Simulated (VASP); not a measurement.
# MgTl2GaC6N6 (Fm-3m) in VASP: single point with PBE

Aim: the single point of MgTl2GaC6N6 with PBE.

Everything below comes from runs of VASP 6.6.1. Logs are shortened: lines on timing, memory, paths and dates and some standing lists are left out, and cuts for length are marked.

## Step 1: The cell of the first run

Symmetry: Fm-3m, No. 225, cubic system. The conventional cell has a = 11.007 Å, b = 11.007 Å, c = 11.007 Å, α = 90.00°, β = 90.00°, γ = 90.00°. Mg (site symmetry m-3m) has 6 C at 2.29 Å within 3.0 Å. Tl (site symmetry -43m) has 12 C at 3.92 Å and 12 N at 3.96 Å and 4 Mg at 4.77 Å and 4 Ga at 4.77 Å within 5.1 Å. Ga (site symmetry m-3m) has 6 N at 2.04 Å within 2.7 Å. Within 1.6 Å of C (site symmetry 4mm) lie 1 N at 1.17 Å. Within 1.6 Å of N (site symmetry 4mm) lie 1 C at 1.17 Å.

## Step 2: Single point, PBE

INCAR reads:

```
ALGO     = Normal         # electronic algorithm
EDIFF    = 1E-6           # SCF threshold, eV
ENCUT    = 840            # plane-wave cutoff, eV
GGA      = PE             # functional
GGA_COMPAT= False        
ISIF     = 2              # what is computed and relaxed
ISMEAR   = 0              # smearing method
LASPH    = True           # aspherical terms in the spheres
LCHARG   = False          # write CHGCAR
LREAL    = Auto         
LWAVE    = False          # write WAVECAR
NBANDS   = 66             # bands
NELM     = 120            # most SCF steps
PREC     = Accurate       # precision mode
SIGMA    = 0.1            # smearing width, eV
```

KPOINTS reads:

```
k-points
0
Gamma
  6 6 6
```

POSCAR reads:

```
MgTl2GaC6N6
1.0
    0.0000000000      5.5034197083      5.5034197083
    5.5034197083      0.0000000000      5.5034197083
    5.5034197083      5.5034197083      0.0000000000
Mg Tl Ga C N
1 2 1 6 6
Direct
    0.0000000000      0.0000000000      0.0000000000
    0.2500000000      0.2500000000      0.2500000000
    0.7500000000      0.7500000000      0.7500000000
    0.5000000000      0.5000000000      0.5000000000
    0.7915663100      0.2084336900      0.2084336900
    0.2084336900      0.7915663100      0.2084336900
    0.2084336900      0.2084336900      0.7915663100
    0.2084336900      0.7915663100      0.7915663100
    0.7915663100      0.2084336900      0.7915663100
    0.7915663100      0.7915663100      0.2084336900
    0.6851679095      0.3148320905      0.3148320905
    0.3148320905      0.6851679095      0.3148320905
    0.3148320905      0.3148320905      0.6851679095
    0.3148320905      0.6851679095      0.6851679095
    0.6851679095      0.3148320905      0.6851679095
    0.6851679095      0.6851679095      0.3148320905
```

Potentials or basis: VASP PAW PBE potentials, release 64 (Mg_sv, Tl_d, Ga_d, C, N).

Command:

```
cat potpaw_PBE.64/Mg_sv/POTCAR potpaw_PBE.64/Tl_d/POTCAR potpaw_PBE.64/Ga_d/POTCAR potpaw_PBE.64/C/POTCAR potpaw_PBE.64/N/POTCAR > POTCAR
mpirun -np 1 vasp_std > vasp.out
```

OUTCAR:

```text
EDIFF = 1E-6
   ENCUT = 840
   GGA = PE
   ISIF = 2
   ISMEAR = 0
   LASPH = True
   LREAL = Auto
   NELM = 120
   PREC = Accurate

 ion  position               nearest neighbor table
   1  0.000  0.000  0.000-
   2  0.250  0.250  0.250-
   3  0.750  0.750  0.750-
   4  0.500  0.500  0.500-  11 2.04  12 2.04  13 2.04  14 2.04  15 2.04  16 2.04
   5  0.792  0.208  0.208-  11 1.17
   6  0.208  0.792  0.208-  12 1.17
   7  0.208  0.208  0.792-  13 1.17
   8  0.208  0.792  0.792-  14 1.17
   9  0.792  0.208  0.792-  15 1.17
  10  0.792  0.792  0.208-  16 1.17
  11  0.685  0.315  0.315-   5 1.17   4 2.04
  12  0.315  0.685  0.315-   6 1.17   4 2.04
  13  0.315  0.315  0.685-   7 1.17   4 2.04
  14  0.315  0.685  0.685-   8 1.17   4 2.04
  15  0.685  0.315  0.685-   9 1.17   4 2.04
  16  0.685  0.685  0.315-  10 1.17   4 2.04

  LATTYP: Found a face centered cubic cell.
 ALAT       =    11.0068394166

  Lattice vectors:

 A1 = (   0.0000000000,   5.5034197083,   5.5034197083)
 A2 = (   5.5034197083,   0.0000000000,   5.5034197083)
 A3 = (   5.5034197083,   5.5034197083,   0.0000000000)

Analysis of symmetry for initial positions (statically):
=====================================================================
 Subroutine PRICEL returns:
 Original cell was already a primitive cell.

 Routine SETGRP: Setting up the symmetry group for a
 face centered cubic supercell.

 Subroutine GETGRP returns: Found 48 space group operations
 (whereof 48 operations were pure point group operations)
 out of a pool of 48 trial point group operations.

The static configuration has the point symmetry O_h .

Analysis of symmetry for dynamics (positions and initial velocities):
=====================================================================
 Subroutine PRICEL returns:
 Original cell was already a primitive cell.

 Routine SETGRP: Setting up the symmetry group for a
 face centered cubic supercell.

 Subroutine GETGRP returns: Found 48 space group operations
 (whereof 48 operations were pure point group operations)
 out of a pool of 48 trial point group operations.

The dynamic configuration has the point symmetry O_h .

 Subroutine INISYM returns: Found 48 space group operations
 (whereof 48 operations are pure point group operations),
[... 115 lines left out ...]
   EDIFF  = 0.1E-05   stopping-criterion for ELM
   LREAL  =      T    real-space projection
   EDIFFG = 0.1E-04   stopping-criterion for IOM
   NSW    =      0    number of steps for IOM
   IBRION =     -1    ionic relax: 0-MD 1-quasi-New 2-CG
   NFREE  =      0    steps in history (QN), initial steepest desc. (CG)
   ISIF   =      2    stress and relaxation
   ISYM   =      2    0-nonsym 1-usesym 2-fastsym
   POTIM  = 0.5000    time-step for ionic-motion
   TEBEG  =    0.0;   TEEND  =   0.0 temperature during run
   PSTRESS=    0.0 pullay stress
   NELECT =     103.0000    total number of electrons
   NUPDOWN=      -1.0000    fix difference up-down
   EMIN   =  10.00;   EMAX   =-10.00  energy-range for DOS
   EFERMI =   0.00;   METHOD = LEGACY
   ISMEAR =     0;   SIGMA  =   0.10  broadening in eV -4-tet -1-fermi 0-gaus
   EFERMI_NEDOS =   21; number of points for ismear=-14 and -15
   IALGO  =     38    algorithm
   IMIX   =      4    mixing-type and parameters
     AMIX     =   0.40;   BMIX     =  1.00
     AMIX_MAG =   1.60;   BMIX_MAG =  1.00
  volume/ion in A,a.u.               =      20.84       140.61
  Fermi-wavevector in a.u.,A,eV,Ry     =   1.106737  2.091431 16.665338  1.224868
  Thomas-Fermi vector in A             =   2.243242
   LORBIT       =      0    0 simple, 1 ext, 2 COOP (PROOUT), +10 PAW based schemes
   GGA     = PE    functional components
   LHFCALC =     F    Hartree Fock is set to
   AEXX    =    0.0000 exact exchange contribution
   IVDW    =     0    specifies the selected vdW correction
   LEPSILON=     F    determine dielectric tensor
   LRPA    =     F    only Hartree local field effects (RPA)
 non-spin polarized calculation
 Gauss-broadening in eV      SIGMA  =   0.10
  energy-cutoff  :      840.00
  volume of cell :      333.37
 maximum number of plane-waves:     18499
 NGX is ok and might be reduce to    80
   NGX = 37   NGY = 37   NGZ = 37

 number of electron     103.0000008 magnetization

 Free energy of the ion-electron system (eV)
  ---------------------------------------------------
  ext. energy  EPLUGINS =         0.00000000
  ---------------------------------------------------
  free energy    TOTEN  =      -109.07614812 eV

  energy without entropy =     -109.02667210  energy(sigma->0) =     -109.05141011

 E-fermi :   2.9150     XC(G=0):  -7.7903

 val. band max:        2.8802115884   @ k =  -0.3333   0.3333   0.1667
 cond. band min:       2.9217573571   @ k =   0.1667   0.0000   0.0000
 fundamental gap:      0.0415457687
 Fermi energy:         2.9149759698

 k-point     1 :       0.0000    0.0000    0.0000
  band No.  band energies     occupation
      1     -73.2803      2.00000
      2     -40.0383      2.00000
      3     -40.0383      2.00000
      4     -40.0383      2.00000
      5     -17.5057      2.00000
      6     -17.2262      2.00000
[... 1045 lines left out ...]
     62       4.9658      0.00000
     63       4.9909      0.00000
 [bands above 63 left out]

------------------------ aborting loop because EDIFF is reached ----------------------------------------

  FORCE on cell =-STRESS in cart. coord.  units (eV):
  Direction    XX          YY          ZZ          XY          YZ          ZX
  --------------------------------------------------------------------------------------
  -------------------------------------------------------------------------------------
  Total        0.7811113      0.7811113      0.7811113     -0.0000000      0.0000000     -0.0000000
  in kB        3.7540113      3.7540113      3.7540113     -0.0000000      0.0000000     -0.0000000
  external PRESSURE =       3.7540113 kB  Pullay stress =       0.0000000 kB

 VOLUME and BASIS-vectors are now :
 -----------------------------------------------------------------------------
  energy-cutoff  :      840.00
  volume of cell :      333.37
      direct lattice vectors                 reciprocal lattice vectors
     0.000000000  5.503419708  5.503419708    -0.090852602  0.090852602  0.090852602
     5.503419708  0.000000000  5.503419708     0.090852602 -0.090852602  0.090852602
     5.503419708  5.503419708  0.000000000     0.090852602  0.090852602 -0.090852602

 POSITION                                       TOTAL-FORCE (eV/Angst)
 -----------------------------------------------------------------------------------
      0.00000      0.00000      0.00000         0.000000      0.000000     -0.000000
      2.75171      2.75171      2.75171         0.000000      0.000000     -0.000000
      8.25513      8.25513      8.25513         0.000000      0.000000     -0.000000
      5.50342      5.50342      5.50342         0.000000      0.000000     -0.000000
      2.29420      5.50342      5.50342        -0.363837      0.000000      0.000000
      5.50342      2.29420      5.50342         0.000000     -0.363837      0.000000
[... 8 lines left out ...]
      5.50342      7.54153      5.50342         0.000000     -0.360263      0.000000
      5.50342      5.50342      7.54153         0.000000      0.000000     -0.360263
 -----------------------------------------------------------------------------------
    total drift:                               -0.000000     -0.000000      0.000000

  FREE ENERGIE OF THE ION-ELECTRON SYSTEM (eV)
  ---------------------------------------------------
  free  energy   TOTEN  =      -109.0761481153 eV

  energy  without entropy=     -109.0266720968  energy(sigma->0) =     -109.05141011
```

stdout:

```text
POSCAR found type information on POSCAR MgTlGaC N
 POSCAR found :  5 types and      16 ions
 scaLAPACK will be used
 LDA part: xc-table for (Slater+PW92), standard interpolation
 POSCAR, INCAR and KPOINTS ok, starting setup
 FFT: planning ... GRIDC
 FFT: planning ... GRID_SOFT
 FFT: planning ... GRID
 WAVECAR not read
 entering main loop
```

It took 21 min on 1 thread of Intel Xeon Platinum 8488C (Sapphire Rapids), shared host; peak memory 1.3 GiB.

Results:

```yaml
Free_energy: -109.0761 eV
Pressure: 0.4 GPa
Largest_force: 0.364 eV/Å
Band_gap_on_the_k_mesh: zero (an odd number of electrons rules out a gap without spin polarisation)
```

Forces on the atoms (eV/Å):
```
Mg   0.000  0.000  0.000
Tl   0.000  0.000  0.000
Tl   0.000  0.000  0.000
Ga   0.000  0.000  0.000
C   -0.364  0.000  0.000
C    0.000 -0.364  0.000
C    0.000  0.000 -0.364
C    0.364  0.000  0.000
C    0.000  0.364  0.000
C    0.000  0.000  0.364
N    0.360  0.000  0.000
N    0.000  0.360  0.000
N    0.000  0.000  0.360
N   -0.360  0.000  0.000
N    0.000 -0.360  0.000
N    0.000  0.000 -0.360
```

Levels at points of the mesh, in eV from the Fermi level:
```
           k point  band 47  band 48  band 49  band 50  band 51  band 52  band 53  band 54  band 55  band 56
(0.00, 0.00, 0.00)    -5.62    -5.62    -5.62    -4.60    -4.60    -0.05    -0.05    -0.05     0.95     0.95
(0.50, 0.00, 0.00)    -5.75    -5.18    -5.18    -4.91    -4.91     0.14     0.25     0.32     0.32     0.58
(0.50, 0.50, 0.00)    -5.49    -5.49    -5.26    -5.18    -4.59    -0.16     0.21     0.21     0.54     0.66
```

Caveat: spin-orbit coupling is left out, which moves the levels of the heavy elements; an odd number of electrons without spin polarisation forces a metal; a magnetic or distorted state may lie lower.

The gap in the log of VASP goes by the Fermi energy; the results here count the filled bands.